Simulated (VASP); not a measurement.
# Nb (Fd-3m) in VASP: further runs

The runs below take Nb through single point, relaxation of cell and atoms, with PBE.

All numbers are computed with VASP 6.6.1; they aren't measurements. Logs are shortened: lines on timing, memory, paths and dates and some standing lists are left out, and cuts for length are marked.

## Step 1: The cell of the first run

The structure is cubic, space group Fd-3m (No. 227). The conventional cell has a = 5.902 Å, b = 5.902 Å, c = 5.902 Å, α = 90.00°, β = 90.00°, γ = 90.00°. Nb (site symmetry -43m) has 4 Nb at 2.56 Å within 3.4 Å.

This isn't the form of Nb at room conditions, which is bcc.

## Step 2: Single point, PBE

File INCAR:

```
PREC     = Accurate       # precision mode
ENCUT    = 520            # plane-wave cutoff, eV
EDIFF    = 1E-6           # SCF threshold, eV
ISMEAR   = -1             # smearing method
SIGMA    = 0.05           # smearing width, eV
LREAL    = False          # projectors in reciprocal space
LASPH    = True           # aspherical terms in the spheres
NELM     = 80             # most SCF steps
ALGO     = Normal         # electronic algorithm
ISIF     = 2              # what is computed and relaxed
LWAVE    = False          # write WAVECAR
LCHARG   = False          # write CHGCAR
GGA      = PE             # functional
NBANDS   = 20             # bands
```

File KPOINTS:

```
regular mesh
0
Gamma
  7 7 7
```

File POSCAR:

```
Nb
1.0
    0.0000000000      2.9509137370      2.9509137370
    2.9509137370      0.0000000000      2.9509137370
    2.9509137370      2.9509137370      0.0000000000
Nb
2
Direct
    0.0000000000      0.0000000000      0.0000000000
    0.2500000000      0.2500000000      0.2500000000
```

Potentials or basis: VASP PAW PBE potentials, release 64 (Nb_sv).

Launch:

```
> cat potpaw_PBE.64/Nb_sv/POTCAR > POTCAR
> mpirun -np 1 vasp_std > vasp.out
```

OUTCAR:

```text
PREC = Accurate
   ENCUT = 520
   EDIFF = 1E-6
   ISMEAR = -1
   LREAL = False
   LASPH = True
   NELM = 80
   ISIF = 2
   GGA = PE

 ion  position               nearest neighbor table
   1  0.000  0.000  0.000-   2 2.56   2 2.56   2 2.56   2 2.56
   2  0.250  0.250  0.250-   1 2.56   1 2.56   1 2.56   1 2.56

  LATTYP: Found a face centered cubic cell.
 ALAT       =     5.9018274740

  Lattice vectors:

 A1 = (   0.0000000000,   2.9509137370,   2.9509137370)
 A2 = (   2.9509137370,   0.0000000000,   2.9509137370)
 A3 = (   2.9509137370,   2.9509137370,   0.0000000000)

Analysis of symmetry for initial positions (statically):
=====================================================================
 Subroutine PRICEL returns:
 Original cell was already a primitive cell.

 Routine SETGRP: Setting up the symmetry group for a
 face centered cubic supercell.

 Subroutine GETGRP returns: Found 48 space group operations
 (whereof 24 operations were pure point group operations)
 out of a pool of 48 trial point group operations.

The static configuration has the point symmetry T_d .
 The point group associated with its full space group is O_h .

Analysis of symmetry for dynamics (positions and initial velocities):
=====================================================================
 Subroutine PRICEL returns:
 Original cell was already a primitive cell.

 Routine SETGRP: Setting up the symmetry group for a
 face centered cubic supercell.

 Subroutine GETGRP returns: Found 48 space group operations
 (whereof 24 operations were pure point group operations)
 out of a pool of 48 trial point group operations.

The dynamic configuration has the point symmetry T_d .
 The point group associated with its full space group is O_h .

 Subroutine INISYM returns: Found 48 space group operations
 (whereof 24 operations are pure point group operations),
 and found     1 'primitive' translations

----------------------------------------------------------------------------------------

                                     Primitive cell

  volume of cell :      51.3925

  direct lattice vectors                    reciprocal lattice vectors
     0.000000000  2.950913737  2.950913737    -0.169439043  0.169439043  0.169439043
     2.950913737  0.000000000  2.950913737     0.169439043 -0.169439043  0.169439043
     2.950913737  2.950913737  0.000000000     0.169439043  0.169439043 -0.169439043

  length of vectors
     4.173222228  4.173222228  4.173222228     0.293477032  0.293477032  0.293477032

  position of ions in fractional coordinates (direct lattice)
     0.000000000  0.000000000  0.000000000
     0.250000000  0.250000000  0.250000000

  ion indices of the primitive-cell ions
   primitive index   ion index
                 1           1
                 2           2

----------------------------------------------------------------------------------------

 KPOINTS: regular mesh

Automatic generation of k-mesh.
 Grid dimensions read from file:
 generate k-points for:    7    7    7

 Generating k-lattice:

  Cartesian coordinates                     Fractional coordinates (reciprocal lattice)
    -0.024205578  0.024205578  0.024205578     0.142857143  0.000000000  0.000000000
     0.024205578 -0.024205578  0.024205578     0.000000000  0.142857143  0.000000000
     0.024205578  0.024205578 -0.024205578     0.000000000  0.000000000  0.142857143

  Length of vectors
     0.041925290  0.041925290  0.041925290

  Shift w.r.t. Gamma in fractional coordinates (k-lattice)
     0.000000000  0.000000000  0.000000000

 Subroutine IBZKPT returns following result:
 ===========================================

 Found     20 irreducible k-points:

 Following reciprocal coordinates:
            Coordinates               Weight
  0.000000  0.000000  0.000000      1.000000
  0.142857  0.000000  0.000000      8.000000
  0.285714  0.000000  0.000000      8.000000
  0.428571  0.000000  0.000000      8.000000
  0.142857  0.142857  0.000000      6.000000
  0.285714  0.142857  0.000000     24.000000
[... 12 lines left out ...]
 -0.428571  0.428571  0.142857     24.000000
 -0.285714  0.428571  0.142857     24.000000
   k-points           NKPTS =     20   k-points in BZ     NKDIM =     20   number of bands    NBANDS=     20
   number of dos      NEDOS =    301   number of ions     NIONS =      2
   total plane-waves  NPLWV =  32768
   dimension x,y,z NGX =    32 NGY =   32 NGZ =   32
   dimension x,y,z NGXF=    64 NGYF=   64 NGZF=   64
   ions per type =               2
   NGX,Y,Z   is equivalent  to a cutoff of  12.75, 12.75, 12.75 a.u.
   NGXF,Y,Z  is equivalent  to a cutoff of  25.50, 25.50, 25.50 a.u.
 SYSTEM =  unknown system
   PREC   = accura    normal or accurate (medium, high low for compatibility)
   ISTART =      0    job   : 0-new  1-cont  2-samecut
   ICHARG =      2    charge: 1-file 2-atom 10-const
   ISPIN  =      1    spin polarized calculation?
   LNONCOLLINEAR =      F non collinear calculations
   LSORBIT =      F    spin-orbit coupling
   LASPH  =      T    aspherical Exc in radial PAW
   ENCUT  =  520.0 eV  38.22 Ry    6.18 a.u.   7.76  7.76  7.76*2*pi/ulx,y,z
   NELM   =     80;   NELMIN=  2; NELMDL= -5     # of ELM steps
   EDIFF  = 0.1E-05   stopping-criterion for ELM
   LREAL  =      F    real-space projection
   EDIFFG = 0.1E-04   stopping-criterion for IOM
   NSW    =      0    number of steps for IOM
   IBRION =     -1    ionic relax: 0-MD 1-quasi-New 2-CG
   NFREE  =      0    steps in history (QN), initial steepest desc. (CG)
   ISIF   =      2    stress and relaxation
   ISYM   =      2    0-nonsym 1-usesym 2-fastsym
   POTIM  = 0.5000    time-step for ionic-motion
   TEBEG  =    0.0;   TEEND  =   0.0 temperature during run
   PSTRESS=    0.0 pullay stress
   NELECT =      26.0000    total number of electrons
   NUPDOWN=      -1.0000    fix difference up-down
   EMIN   =  10.00;   EMAX   =-10.00  energy-range for DOS
   EFERMI =   0.00;   METHOD = LEGACY
   ISMEAR =    -1;   SIGMA  =   0.05  broadening in eV -4-tet -1-fermi 0-gaus
   EFERMI_NEDOS =   21; number of points for ismear=-14 and -15
   IALGO  =     38    algorithm
   IMIX   =      4    mixing-type and parameters
     AMIX     =   0.40;   BMIX     =  1.00
     AMIX_MAG =   1.60;   BMIX_MAG =  1.00
  volume/ion in A,a.u.               =      25.70       173.41
  Fermi-wavevector in a.u.,A,eV,Ry     =   1.304466  2.465083 23.152103  1.701632
  Thomas-Fermi vector in A             =   2.435400
   LORBIT       =      0    0 simple, 1 ext, 2 COOP (PROOUT), +10 PAW based schemes
   GGA     = PE    functional components
   LHFCALC =     F    Hartree Fock is set to
   AEXX    =    0.0000 exact exchange contribution
   IVDW    =     0    specifies the selected vdW correction
   LEPSILON=     F    determine dielectric tensor
   LRPA    =     F    only Hartree local field effects (RPA)
 non-spin polarized calculation
  energy-cutoff  :      520.00
  volume of cell :       51.39
 maximum number of plane-waves:      1411
   NGX = 15   NGY = 15   NGZ = 15

 number of electron      26.0000002 magnetization

 Free energy of the ion-electron system (eV)
  ---------------------------------------------------
  ext. energy  EPLUGINS =         0.00000000
  ---------------------------------------------------
  free energy    TOTEN  =       -15.38066552 eV

  energy without entropy =      -15.36011875  energy(sigma->0) =      -15.37039213

 E-fermi :   6.6982     XC(G=0): -10.3387

 val. band max:        6.6614789216   @ k =  -0.4286   0.4286   0.1429
 cond. band min:       6.7855329570   @ k =   0.1429   0.1429   0.0000
 fundamental gap:      0.1240540354
 Fermi energy:         6.6982491012

 k-point     1 :       0.0000    0.0000    0.0000
  band No.  band energies     occupation
      1     -47.7545      2.00000
      2     -47.0635      2.00000
      3     -24.1520      2.00000
      4     -24.1520      2.00000
      5     -24.1520      2.00000
      6     -23.0246      2.00000
[... 12 lines left out ...]
     19      11.9939      0.00000
     20      17.2636      0.00000

 k-point     2 :       0.1429    0.0000    0.0000
  band No.  band energies     occupation
      1     -47.7300      2.00000
      2     -47.0898      2.00000
      3     -24.1798      2.00000
      4     -24.1798      2.00000
      5     -24.1515      2.00000
      6     -23.0252      2.00000
[... 12 lines left out ...]
     19      11.9316      0.00000
     20      16.4313      0.00000

 k-point     3 :       0.2857    0.0000    0.0000
  band No.  band energies     occupation
      1     -47.6660      2.00000
      2     -47.1578      2.00000
      3     -24.2376      2.00000
      4     -24.2376      2.00000
      5     -24.1525      2.00000
      6     -23.0239      2.00000
[... 12 lines left out ...]
     19      11.6930      0.00000
     20      14.6733      0.00000

 k-point     4 :       0.4286    0.0000    0.0000
  band No.  band energies     occupation
      1     -47.5984      2.00000
      2     -47.2285      2.00000
      3     -24.2800      2.00000
      4     -24.2800      2.00000
      5     -24.1555      2.00000
      6     -23.0200      2.00000
[... 12 lines left out ...]
     19      11.2534      0.00000
     20      12.2179      0.00000

 k-point     5 :       0.1429    0.1429    0.0000
  band No.  band energies     occupation
      1     -47.7214      2.00000
      2     -47.0990      2.00000
      3     -24.2124      2.00000
      4     -24.2124      2.00000
      5     -24.0966      2.00000
      6     -23.0839      2.00000
[... 12 lines left out ...]
     19      12.1904      0.00000
     20      16.2483      0.00000
[... 261 lines left out ...]
      6     -23.2165      2.00000
[... 12 lines left out ...]
     19      12.1491      0.00000
     20      14.3358      0.00000

 k-point    18 :      -0.4286    0.2857    0.1429
  band No.  band energies     occupation
      1     -47.5365      2.00000
      2     -47.2925      2.00000
      3     -24.4205      2.00000
      4     -24.3456      2.00000
      5     -23.8812      2.00000
      6     -23.2910      2.00000
[... 12 lines left out ...]
     19      11.8039      0.00000
     20      12.2416      0.00000

 k-point    19 :      -0.4286    0.4286    0.1429
  band No.  band energies     occupation
      1     -47.4842      2.00000
      2     -47.3458      2.00000
      3     -24.4258      2.00000
      4     -24.4031      2.00000
      5     -23.7236      2.00000
      6     -23.4574      2.00000
[... 12 lines left out ...]
     19      11.9592      0.00000
     20      12.5107      0.00000

 k-point    20 :      -0.2857    0.4286    0.1429
  band No.  band energies     occupation
      1     -47.4630      2.00000
      2     -47.3673      2.00000
      3     -24.4453      2.00000
      4     -24.3943      2.00000
      5     -23.7119      2.00000
      6     -23.4610      2.00000
[... 12 lines left out ...]
     19      11.7895      0.00000
     20      11.9135      0.00000

------------------------ aborting loop because EDIFF is reached ----------------------------------------

  FORCE on cell =-STRESS in cart. coord.  units (eV):
  Direction    XX          YY          ZZ          XY          YZ          ZX
  --------------------------------------------------------------------------------------
  -------------------------------------------------------------------------------------
  Total       -0.0149265     -0.0149265     -0.0149265     -0.0000000      0.0000000      0.0000000
  in kB       -0.4653387     -0.4653387     -0.4653387     -0.0000000      0.0000000      0.0000000
  external PRESSURE =      -0.4653387 kB  Pullay stress =       0.0000000 kB

 VOLUME and BASIS-vectors are now :
 -----------------------------------------------------------------------------
  energy-cutoff  :      520.00
  volume of cell :       51.39
      direct lattice vectors                 reciprocal lattice vectors
     0.000000000  2.950913737  2.950913737    -0.169439043  0.169439043  0.169439043
     2.950913737  0.000000000  2.950913737     0.169439043 -0.169439043  0.169439043
     2.950913737  2.950913737  0.000000000     0.169439043  0.169439043 -0.169439043

 POSITION                                       TOTAL-FORCE (eV/Angst)
 -----------------------------------------------------------------------------------
      0.00000      0.00000      0.00000         0.000000      0.000000      0.000000
      1.47546      1.47546      1.47546        -0.000000     -0.000000     -0.000000
 -----------------------------------------------------------------------------------
    total drift:                               -0.000000      0.000000      0.000000

  FREE ENERGIE OF THE ION-ELECTRON SYSTEM (eV)
  ---------------------------------------------------
  free  energy   TOTEN  =       -15.3806655171 eV

  energy  without entropy=      -15.3601187455  energy(sigma->0) =      -15.37039213
```

Run time: 24 s. Hardware: 1 thread of Intel Xeon 8259CL, shared host; peak memory 0.17 GiB.

Results:

```yaml
Free_energy: -15.3807 eV
Pressure: 0.0 GPa
Band_gap_on_the_k_mesh: zero (bands 13 and 14 overlap by 0.94 eV)
```

Levels at points of the mesh, in eV from the Fermi level:
```
           k point  band 10  band 11  band 12  band 13  band 14  band 15  band 16  band 17
(0.00, 0.00, 0.00)    -1.40    -1.40    -0.48    -0.48    -0.48     1.96     1.96     1.96
```

## Step 3: Single point, PBE

File INCAR:

```
SYSTEM = Nb
PREC = Accurate
ENCUT = 520
EDIFF = 1E-6
ISMEAR = -1
SIGMA = 0.05
LREAL = .False.
LASPH = .True.
NELM = 80
ALGO = Normal
ISIF = 2
LWAVE = .False.
LCHARG = .True.
GGA = PE
LELF = .True.
LVHAR = .True.
NBANDS = 20
```

File KPOINTS:

```
regular mesh
0
Gamma
  7 7 7
  0 0 0
```

POSCAR is that of step 2.

Potentials or basis: VASP PAW PBE potentials, release 64 (Nb_sv).

Launch:

```
> cat potpaw_PBE.64/Nb_sv/POTCAR > POTCAR
> mpirun -np 1 vasp_std > vasp.out
```

Wall time 28 s (1 thread of Intel Xeon 8259CL, shared host); peak memory 0.17 GiB.

Results (log left out):

```
Free energy            : -15.3807 eV
Pressure               : 0.0 GPa
Band gap on the k mesh : zero (bands 13 and 14 overlap by 0.94 eV)
```

Levels at points of the mesh, in eV from the Fermi level:
| k point | band 11 | band 12 | band 13 | band 14 | band 15 | band 16 |
| --- | --- | --- | --- | --- | --- | --- |
| (0.00, 0.00, 0.00) | -1.40 | -0.48 | -0.48 | -0.48 | 1.96 | 1.96 |

(Part 1 of 2 ends here.)
